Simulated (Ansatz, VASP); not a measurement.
## GeS in VASP and in Ansatz

```
CELL_PARAMETERS angstrom
10.29386 0.00000 0.00000
0.00000 3.66449 0.00000
0.00000 0.00000 4.14881
ATOMIC_POSITIONS crystal
Ge 0.11937 0.25000 0.12014
Ge 0.38063 0.75000 0.62014
Ge 0.61937 0.25000 0.37986
Ge 0.88063 0.75000 0.87986
S 0.85237 0.25000 0.49477
S 0.64763 0.75000 0.99477
S 0.35237 0.25000 0.00523
S 0.14763 0.75000 0.50523
```

Alike in both runs: functional PBEsol; k mesh 4 × 8 × 6; occupations fermi-dirac, width 0.02 eV; no spin polarisation.

Ansatz relaxed the structure, and its values are those at the end. VASP's run is a single point on that final structure, the one shown.

|  | VASP | Ansatz |
| --- | --- | --- |
| version | VASP 6.6.1 | Ansatz 0.2.0 |
| potentials or method | VASP PAW PBE potentials, release 64 (Ge_d, S), cutoff 500 eV | PAW plane waves |
| valence electrons in the cell | 80 | 80 |

|  | VASP | Ansatz | Ansatz less VASP |
| --- | --- | --- | --- |
| gap on the k mesh at the Fermi level (eV) | 0.83 | 0.83 | +0.005 |
| pressure (GPa) | -0.1 | 0.0 | +0.09 |
| rms of the force components (eV/Å) | 0.004 | 0.002 | -0.0013 |

VASP's potentials were made for PBE, not for PBEsol, and Ansatz warns of the same on its side. With one functional, cell and mesh, what is left measures potentials, basis and numerics.
